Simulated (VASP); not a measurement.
HfN:

```
Hf N
1.0
     3.85671    0.00000    0.00000
     0.00000    3.85671    0.00000
     0.00000    0.00000    4.81847
Hf N
2 2
Direct
  0.50000 0.00000 0.17687
  0.00000 0.50000 0.82313
  0.00000 0.00000 0.00000
  0.50000 0.50000 0.00000
```

Base run:

* Program: VASP 6.6.1
* Functional: PBE
* Potentials or basis: VASP PAW PBE potentials, release 64 (Hf_pv, N)
* Cutoff: 520 eV
* k mesh: 10 × 10 × 8
* Occupations: gaussian, width 0.05 eV
* Spin: no spin polarisation

Its results: band gap on the k mesh zero (band 15 reaches 5.01 eV, above the bottom of band 16 at 2.78 eV); pressure -1.3 GPa; largest force 0.183 eV/Å.

Question: After a change of settings the same cell gave: band gap on the k mesh zero (band 15 reaches 4.76 eV, above the bottom of band 16 at 2.60 eV); pressure -8.7 GPa; largest force 0.901 eV/Å. Which change was it?
A. k mesh from 10 × 10 × 8 to 15 × 15 × 12
B. functional from PBE to PBEsol
C. functional from PBE to LDA; potentials or basis from VASP PAW PBE potentials, release 64 (Hf_pv, N) to VASP PAW LDA potentials, release 64 (Hf_pv, N)

Answer: C.

Caveats: spin-orbit coupling is left out, which moves the levels of the heavy elements.
